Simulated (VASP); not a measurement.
# InPd (Pm-3m) in VASP: further runs, part 2 of 3

VASP 6.6.1.

## 3. Single point, PBE (volume scaled by 0.98)

Contents of INCAR:

```
  PREC = Accurate
  ENCUT = 520
  EDIFF = 1E-6
  ISMEAR = -1
  SIGMA = 0.05
  LREAL = False
  LASPH = True
  NELM = 100
  ALGO = Fast
  ISIF = 2
  LWAVE = False
  LCHARG = True
  GGA = PE
  LELF = True
  LVHAR = True
  NBANDS = 18
```

Contents of KPOINTS:

```
regular mesh
0
Gamma
  8 8 8
```

Contents of POSCAR:

```
InPd
1.0
    3.2499251601      0.0000000000      0.0000000000
    0.0000000000      3.2499251601      0.0000000000
    0.0000000000      0.0000000000      3.2499251601
In Pd
1 1
Direct
    0.0000000000      0.0000000000      0.0000000000
    0.5000000000      0.5000000000      0.5000000000
```

Potentials or basis: VASP PAW PBE potentials, release 64 (In_d, Pd).

Run with:

```bash
cat potpaw_PBE.64/In_d/POTCAR potpaw_PBE.64/Pd/POTCAR > POTCAR
mpirun -np 1 vasp_std > vasp.out
```

OUTCAR:

```text
PREC = Accurate
   ENCUT = 520
   EDIFF = 1E-6
   ISMEAR = -1
   LREAL = False
   LASPH = True
   NELM = 100
   ISIF = 2
   GGA = PE

 ion  position               nearest neighbor table
   1  0.000  0.000  0.000-   2 2.81   2 2.81   2 2.81   2 2.81   2 2.81   2 2.81   2 2.81   2 2.81

   2  0.500  0.500  0.500-   1 2.81   1 2.81   1 2.81   1 2.81   1 2.81   1 2.81   1 2.81   1 2.81

  LATTYP: Found a simple cubic cell.
 ALAT       =     3.2499251601

  Lattice vectors:

 A1 = (   3.2499251601,   0.0000000000,   0.0000000000)
 A2 = (   0.0000000000,   3.2499251601,   0.0000000000)
 A3 = (   0.0000000000,   0.0000000000,   3.2499251601)

Analysis of symmetry for initial positions (statically):
=====================================================================
 Subroutine PRICEL returns:
 Original cell was already a primitive cell.

 Routine SETGRP: Setting up the symmetry group for a
 simple cubic supercell.

 Subroutine GETGRP returns: Found 48 space group operations
 (whereof 48 operations were pure point group operations)
 out of a pool of 48 trial point group operations.

The static configuration has the point symmetry O_h .

Analysis of symmetry for dynamics (positions and initial velocities):
=====================================================================
 Subroutine PRICEL returns:
 Original cell was already a primitive cell.

 Routine SETGRP: Setting up the symmetry group for a
 simple cubic supercell.

 Subroutine GETGRP returns: Found 48 space group operations
 (whereof 48 operations were pure point group operations)
 out of a pool of 48 trial point group operations.

The dynamic configuration has the point symmetry O_h .

 Subroutine INISYM returns: Found 48 space group operations
 (whereof 48 operations are pure point group operations),
[... 103 lines left out ...]
   ISYM   =      2    0-nonsym 1-usesym 2-fastsym
   POTIM  = 0.5000    time-step for ionic-motion
   TEBEG  =    0.0;   TEEND  =   0.0 temperature during run
   PSTRESS=    0.0 pullay stress
   NELECT =      23.0000    total number of electrons
   NUPDOWN=      -1.0000    fix difference up-down
   EMIN   =  10.00;   EMAX   =-10.00  energy-range for DOS
   EFERMI =   0.00;   METHOD = LEGACY
   ISMEAR =    -1;   SIGMA  =   0.05  broadening in eV -4-tet -1-fermi 0-gaus
   EFERMI_NEDOS =   21; number of points for ismear=-14 and -15
   IALGO  =     68    algorithm
   IMIX   =      4    mixing-type and parameters
     AMIX     =   0.40;   BMIX     =  1.00
     AMIX_MAG =   1.60;   BMIX_MAG =  1.00
  volume/ion in A,a.u.               =      17.16       115.82
  Fermi-wavevector in a.u.,A,eV,Ry     =   1.432553  2.707133 27.921993  2.052209
  Thomas-Fermi vector in A             =   2.552168
   LORBIT       =      0    0 simple, 1 ext, 2 COOP (PROOUT), +10 PAW based schemes
   GGA     = PE    functional components
   LHFCALC =     F    Hartree Fock is set to
   AEXX    =    0.0000 exact exchange contribution
   IVDW    =     0    specifies the selected vdW correction
   LEPSILON=     F    determine dielectric tensor
   LRPA    =     F    only Hartree local field effects (RPA)
 non-spin polarized calculation
 RMM-DIIS sequential band-by-band and
  energy-cutoff  :      520.00
  volume of cell :       34.33
 maximum number of plane-waves:       952
   NGX = 13   NGY = 13   NGZ = 13

 number of electron      22.9999989 magnetization

 Free energy of the ion-electron system (eV)
  ---------------------------------------------------
  ext. energy  EPLUGINS =         0.00000000
  ---------------------------------------------------
  free energy    TOTEN  =        -8.71552945 eV

  energy without entropy =       -8.70546681  energy(sigma->0) =       -8.71049813

 E-fermi :  10.7249     XC(G=0): -12.3465

 val. band max:       10.6935892568   @ k =   0.3750   0.3750   0.1250
 cond. band min:      10.8194469638   @ k =   0.5000   0.5000   0.5000
 fundamental gap:      0.1258577070
 Fermi energy:        10.7248697200

 k-point     1 :       0.0000    0.0000    0.0000
  band No.  band energies     occupation
      1      -4.2162      2.00000
      2      -4.2162      2.00000
      3      -3.7832      2.00000
      4      -3.7832      2.00000
      5      -3.7832      2.00000
      6       0.5782      2.00000
[... 481 lines left out ...]
      5      -3.6171      2.00000
      6       4.5823      2.00000
[... 10 lines left out ...]
     17      21.9893      0.00000
     18      24.0143      0.00000

 [... further k-points ...]
[... 5 lines left out ...]
  --------------------------------------------------------------------------------------
  -------------------------------------------------------------------------------------
  Total        1.4077423      1.4077423      1.4077423      0.0000000     -0.0000000      0.0000000
  in kB       65.7073077     65.7073077     65.7073077      0.0000000     -0.0000000      0.0000000
  external PRESSURE =      65.7073077 kB  Pullay stress =       0.0000000 kB

 VOLUME and BASIS-vectors are now :
 -----------------------------------------------------------------------------
  energy-cutoff  :      520.00
  volume of cell :       34.33
      direct lattice vectors                 reciprocal lattice vectors
     3.249925160  0.000000000  0.000000000     0.307699393  0.000000000  0.000000000
     0.000000000  3.249925160  0.000000000     0.000000000  0.307699393  0.000000000
     0.000000000  0.000000000  3.249925160     0.000000000  0.000000000  0.307699393

 POSITION                                       TOTAL-FORCE (eV/Angst)
 -----------------------------------------------------------------------------------
      0.00000      0.00000      0.00000         0.000000      0.000000      0.000000
      1.62496      1.62496      1.62496         0.000000      0.000000      0.000000
 -----------------------------------------------------------------------------------
    total drift:                                0.000000      0.000000     -0.000000

  FREE ENERGIE OF THE ION-ELECTRON SYSTEM (eV)
  ---------------------------------------------------
  free  energy   TOTEN  =        -8.7155294452 eV

  energy  without entropy=       -8.7054668058  energy(sigma->0) =       -8.71049813
```

stdout:

```text
POSCAR found type information on POSCAR InPd
 POSCAR found :  2 types and       2 ions
 scaLAPACK will be used
 LDA part: xc-table for (Slater+PW92), standard interpolation
 POSCAR, INCAR and KPOINTS ok, starting setup
 FFT: planning ... GRIDC
 FFT: planning ... GRID_SOFT
 FFT: planning ... GRID
 WAVECAR not read
 entering main loop
```

Run time: 12 s. Hardware: 1 thread of Intel Xeon Platinum 8375C at 2.90GHz (Ice Lake), shared host; peak memory 0.15 GiB.

What came out:

* Free energy: -8.7155 eV
* Pressure: 6.6 GPa

Caveat: the cell differs from its parent crystal (volume scaled by 0.98); spin-orbit coupling is left out, which moves the levels of the heavy elements.

## 4. Single point, PBE

This run uses another cell than the first one, of 17.51 Å³/atom, 1.042 times its volume.

Contents of INCAR:

```
SYSTEM = InPd
PREC = Accurate
ENCUT = 520
EDIFF = 1E-7
ISMEAR = -1
SIGMA = 0.05
LREAL = .False.
LASPH = .True.
NELM = 60
ALGO = Fast
ISIF = 2
LWAVE = .False.
LCHARG = .False.
GGA = PE
NBANDS = 18
```

Contents of KPOINTS:

```
Automatic mesh
0
Gamma
  8 8 8
  0 0 0
```

Contents of POSCAR:

```
InPd
1.0
    3.2718847800      0.0000000000      0.0000000000
    0.0000000000      3.2718847800      0.0000000000
    0.0000000000      0.0000000000      3.2718847800
In Pd
1 1
Direct
    0.0000000000      0.0000000000      0.0000000000
    0.5000000000      0.5000000000      0.5000000000
```

Run with:

```bash
cat potpaw_PBE.64/In_d/POTCAR potpaw_PBE.64/Pd/POTCAR > POTCAR
mpirun -np 1 vasp_std > vasp.out
```

It took 22 s on 1 thread of Intel Xeon Platinum 8375C at 2.90GHz (Ice Lake), shared host; peak memory 0.14 GiB.

It converged, with:

```yaml
Free_energy: -8.7382 eV
Pressure: 3.7 GPa
```

Levels at points of the mesh, in eV from the Fermi level:
```tsv
k point	band 10	band 11	band 12	band 13	band 14	band 15
(0.00, 0.00, 0.00)	-2.18	-2.18	4.31	4.31	4.31	9.52
(0.50, 0.00, 0.00)	-3.17	-2.26	-1.03	9.64	9.64	9.97
(0.50, 0.50, 0.00)	-2.24	-2.24	-1.61	1.54	2.56	9.56
(0.50, 0.50, 0.50)	-1.57	0.01	3.88	3.88	3.88	4.48
```

Caveat: spin-orbit coupling is left out, which moves the levels of the heavy elements.

## 5. Single point, PBE

This run uses another cell than the first one, of 17.51 Å³/atom, 1.042 times its volume.

Contents of INCAR:

```
  ALGO = Fast
  EDIFF = 1E-7
  ENCUT = 520
  GGA = PE
  ISIF = 2
  ISMEAR = -1
  LASPH = True
  LCHARG = True
  LELF = True
  LREAL = False
  LVHAR = True
  LWAVE = False
  NBANDS = 18
  NELM = 100
  PREC = Accurate
  SIGMA = 0.05
```

Contents of KPOINTS:

```
k-points
0
Gamma
  8 8 8
```

POSCAR is that of step 4.

Run with:

```bash
cat potpaw_PBE.64/In_d/POTCAR potpaw_PBE.64/Pd/POTCAR > POTCAR
mpirun -np 1 vasp_std > vasp.out
```

Run time: 17 s. Hardware: 1 thread of Intel Xeon Platinum 8375C at 2.90GHz (Ice Lake), shared host; peak memory 0.15 GiB.

It converged, with:

| Property | Result |
| --- | --- |
| Free energy | -8.7382 eV |
| Pressure | 3.7 GPa |

Levels at points of the mesh, in eV from the Fermi level:
```
           k point  band 9  band 10  band 11  band 12  band 13  band 14  band 15  band 16
(0.00, 0.00, 0.00)   -2.18    -2.18    -2.18     4.31     4.31     4.31     9.52    10.66
(0.50, 0.00, 0.00)   -3.17    -3.17    -2.26    -1.03     9.64     9.64     9.97    10.81
(0.50, 0.50, 0.00)   -2.59    -2.24    -2.24    -1.61     1.54     2.56     9.56    11.42
(0.50, 0.50, 0.50)   -1.57    -1.57     0.01     3.88     3.88     3.88     4.48     4.48
```

Caveat: spin-orbit coupling is left out, which moves the levels of the heavy elements.

[end of part 2 of 3]
